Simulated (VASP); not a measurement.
# MnS (Fm-3m) in VASP: notebook

The runs below take MnS through single point, with PBE, r2SCAN.

Everything below comes from runs of VASP 6.6.1. Logs are shortened: lines on timing, memory, paths and dates and some standing lists are left out, and cuts for length are marked.

## 1. The cell of the first run

Symmetry: Fm-3m, No. 225, cubic system. The conventional cell has a = 5.209 Å, b = 5.209 Å, c = 5.209 Å, α = 90.00°, β = 90.00°, γ = 90.00°. Mn (site symmetry m-3m) has 6 S at 2.60 Å within 3.4 Å. Within 3.4 Å of S (site symmetry m-3m) lie 6 Mn at 2.60 Å.

## 2. Single point, PBE, collinear spin, antiferromagnetic start

File INCAR:

```
ALGO = Normal
EDIFF = 1E-6
ENCUT = 520
GGA = PE
ISIF = 2
ISMEAR = -1
ISPIN = 2
LASPH = T
LCHARG = F
LMAXMIX = 4
LORBIT = 11
LREAL = F
LWAVE = F
MAGMOM = 4.5 -4.5 0 0
NBANDS = 31
NELM = 150
PREC = Accurate
SIGMA = 0.05
```

File KPOINTS:

```
k-points
0
Gamma
  4 8 8
```

File POSCAR:

```
MnS
1.0
    0.0000000000      5.2090000000      5.2090000000
    2.6045000000      0.0000000000      2.6045000000
    2.6045000000      2.6045000000      0.0000000000
Mn S
2 2
Direct
    0.0000000000      0.0000000000      0.0000000000
    0.5000000000      0.0000000000      0.0000000000
    0.2500000000      0.5000000000      0.5000000000
    0.7500000000      0.5000000000      0.5000000000
```

Potentials or basis: VASP PAW PBE potentials, release 64 (Mn_pv, S).

On the command line:

```
$ cat potpaw_PBE.64/Mn_pv/POTCAR potpaw_PBE.64/S/POTCAR > POTCAR
$ mpirun -np 1 vasp_std > vasp.out
```

OUTCAR:

```text
EDIFF = 1E-6
   ENCUT = 520
   GGA = PE
   ISIF = 2
   ISMEAR = -1
   ISPIN = 2
   LASPH = T
   LORBIT = 11
   LREAL = F
   NELM = 150
   PREC = Accurate

 ion  position               nearest neighbor table
   1  0.000  0.000  0.000-   4 2.60   3 2.60   4 2.60   3 2.60   4 2.60   3 2.60
   2  0.500  0.000  0.000-   3 2.60   3 2.60   4 2.60   3 2.60   4 2.60   4 2.60
   3  0.250  0.500  0.500-   1 2.60   1 2.60   2 2.60   1 2.60   2 2.60   2 2.60
   4  0.750  0.500  0.500-   2 2.60   1 2.60   2 2.60   1 2.60   2 2.60   1 2.60

  LATTYP: Found a trigonal (rhomboedric) cell.
 ALAT       =     6.3796960351
 COS(alpha) =     0.8333333333

  Lattice vectors:

 A1 = (   2.6045000000,  -2.6045000000,  -5.2090000000)
 A2 = (   5.2090000000,  -2.6045000000,  -2.6045000000)
 A3 = (   2.6045000000,  -5.2090000000,  -2.6045000000)

Analysis of symmetry for initial positions (statically):
=====================================================================
 Subroutine PRICEL returns following result:

  LATTYP: Found a face centered cubic cell.
 ALAT       =     5.2090000000
[... 12 lines left out ...]
 Subroutine GETGRP returns: Found 12 space group operations
 (whereof 12 operations were pure point group operations)
 out of a pool of 12 trial point group operations.

The static configuration has the point symmetry D_3d.

Analysis of symmetry for dynamics (positions and initial velocities):
=====================================================================
 Subroutine PRICEL returns following result:

  LATTYP: Found a face centered cubic cell.
 ALAT       =     5.2090000000
[... 12 lines left out ...]
 Subroutine GETGRP returns: Found 12 space group operations
 (whereof 12 operations were pure point group operations)
 out of a pool of 12 trial point group operations.

The dynamic configuration has the point symmetry D_3d.

Analysis of structural, dynamic, and magnetic symmetry:
=====================================================================
 Subroutine PRICEL returns following result:

  LATTYP: Found a face centered cubic cell.
 ALAT       =     5.2090000000
[... 12 lines left out ...]
 Subroutine GETGRP returns: Found 12 space group operations
 (whereof 12 operations were pure point group operations)
 out of a pool of 12 trial point group operations.

The overall configuration has the point symmetry D_3d.

 Subroutine INISYM returns: Found 12 space group operations
 (whereof 12 operations are pure point group operations),
 and found     2 'primitive' translations

[... 138 lines left out ...]
   GGA     = PE    functional components
   LHFCALC =     F    Hartree Fock is set to
   AEXX    =    0.0000 exact exchange contribution
   IVDW    =     0    specifies the selected vdW correction
   LEPSILON=     F    determine dielectric tensor
   LRPA    =     F    only Hartree local field effects (RPA)
 spin polarized calculation
  energy-cutoff  :      520.00
  volume of cell :       70.67
 maximum number of plane-waves:      1918
 NGX is ok and might be reduce to    56
   NGX = 27   NGY = 13   NGZ = 13

 number of electron      37.9999978 magnetization      -0.0000000

 number of electron      37.9999978 magnetization       0.0000000

 Free energy of the ion-electron system (eV)
  ---------------------------------------------------
  ext. energy  EPLUGINS =         0.00000000
  ---------------------------------------------------
  free energy    TOTEN  =       -28.40797098 eV

  energy without entropy =      -28.40796326  energy(sigma->0) =      -28.40796712

 E-fermi :   6.5867     XC(G=0): -10.6290

 val. band max:        6.2021443526   @ k =   0.5000   0.0000   0.0000
 cond. band min:       7.0699361833   @ k =   0.5000   0.5000   0.0000
 fundamental gap:      0.8677918307
 Fermi energy:         6.5867240633

 spin component 1

 k-point     1 :       0.0000    0.0000    0.0000
  band No.  band energies     occupation
      1     -43.9444      1.00000
      2     -43.9443      1.00000
      3     -43.9443      1.00000
      4     -39.4367      1.00000
      5     -39.4367      1.00000
      6     -39.4198      1.00000
[... 805 lines left out ...]
     30      14.0576      0.00000
     31      15.1668      0.00000

 [... further k-points ...]

 spin component 2

 k-point     1 :       0.0000    0.0000    0.0000
  band No.  band energies     occupation
      1     -43.9444      1.00000
      2     -43.9443      1.00000
      3     -43.9443      1.00000
      4     -39.4367      1.00000
      5     -39.4367      1.00000
      6     -39.4198      1.00000
[... 805 lines left out ...]
     30      14.0576      0.00000
     31      15.1668      0.00000

 [... further k-points ...]

------------------------ aborting loop because EDIFF is reached ----------------------------------------

  FORCE on cell =-STRESS in cart. coord.  units (eV):
  Direction    XX          YY          ZZ          XY          YZ          ZX
  --------------------------------------------------------------------------------------
  -------------------------------------------------------------------------------------
  Total       -1.4031803     -1.4031803     -1.4031803      0.0984122     -0.0984122      0.0984122
  in kB      -31.8120004    -31.8120004    -31.8120004      2.2311369     -2.2311369      2.2311369
  external PRESSURE =     -31.8120004 kB  Pullay stress =       0.0000000 kB

 VOLUME and BASIS-vectors are now :
 -----------------------------------------------------------------------------
  energy-cutoff  :      520.00
  volume of cell :       70.67
      direct lattice vectors                 reciprocal lattice vectors
     0.000000000  5.209000000  5.209000000    -0.095987714  0.095987714  0.095987714
     2.604500000  0.000000000  2.604500000     0.191975427 -0.191975427  0.191975427
     2.604500000  2.604500000  0.000000000     0.191975427  0.191975427 -0.191975427

 POSITION                                       TOTAL-FORCE (eV/Angst)
 -----------------------------------------------------------------------------------
      0.00000      0.00000      0.00000         0.000000     -0.000000     -0.000000
      0.00000      2.60450      2.60450         0.000000      0.000000      0.000000
      2.60450      2.60450      2.60450        -0.000000     -0.000000     -0.000000
      2.60450      5.20900      5.20900        -0.000000     -0.000000     -0.000000
 -----------------------------------------------------------------------------------
    total drift:                                0.000000      0.000000     -0.000000

  FREE ENERGIE OF THE ION-ELECTRON SYSTEM (eV)
  ---------------------------------------------------
  free  energy   TOTEN  =       -28.4079709793 eV

  energy  without entropy=      -28.4079632554  energy(sigma->0) =      -28.40796712

 total charge

# of ion       s       p       d       tot
------------------------------------------
    1        0.209   6.157   4.948  11.314
    2        0.209   6.157   4.948  11.314
    3        1.326   2.406   0.000   3.732
    4        1.326   2.406   0.000   3.732
--------------------------------------------------
tot          3.070  17.125   9.897  30.092

 magnetization (x)

# of ion       s       p       d       tot
------------------------------------------
    1        0.019   0.015   4.166   4.200
    2       -0.019  -0.015  -4.166  -4.200
    3        0.000   0.000   0.000   0.000
    4        0.000   0.000   0.000   0.000
--------------------------------------------------
tot          0.000   0.000   0.000   0.000
```

stdout:

```text
POSCAR found type information on POSCAR MnS
 POSCAR found :  2 types and       4 ions
 scaLAPACK will be used
 LDA part: xc-table for (Slater+PW92), standard interpolation
 -----------------------------------------------------------------------------
|                                                                             |
|           W    W    AA    RRRRR   N    N  II  N    N   GGGG   !!!           |
|           W    W   A  A   R    R  NN   N  II  NN   N  G    G  !!!           |
|           W    W  A    A  R    R  N N  N  II  N N  N  G       !!!           |
|           W WW W  AAAAAA  RRRRR   N  N N  II  N  N N  G  GGG   !            |
|           WW  WW  A    A  R   R   N   NN  II  N   NN  G    G                |
|           W    W  A    A  R    R  N    N  II  N    N   GGGG   !!!           |
|                                                                             |
|     Your reciprocal lattice and k-lattice belong to different lattice       |
|     classes:                                                                |
|                                                                             |
|        The reciprocal lattice is rhombohedral (trigonal),                   |
|        whereas your k-lattice is body-centered cubic.                       |
|                                                                             |
|     Results are often still useful ...                                      |
|                                                                             |
 -----------------------------------------------------------------------------

 POSCAR, INCAR and KPOINTS ok, starting setup
 FFT: planning ... GRIDC
 FFT: planning ... GRID_SOFT
 FFT: planning ... GRID
 WAVECAR not read
 entering main loop
```

It took 1.7 min on 1 thread of Oxide Virtual Turin-like, shared host; peak memory 0.25 GiB.

What came out:

```yaml
Free_energy: -28.4080 eV
Pressure: -3.2 GPa
Band_gap_on_the_k_mesh: 0.87 eV
Net_moment: 0.00 μB per cell
Site_moments: Mn +4.20, -4.20; S +0.00 μB
Valence_electrons_inside_the_program's_atomic_spheres: Mn 11.31; S 3.73
```

Caveat: the cell stands under tension; the antiferromagnetic order is the one typed at the start, and another may lie lower.

[end of part 1 of 2]

The gap in the log of VASP goes by the Fermi energy; the results here count the filled bands.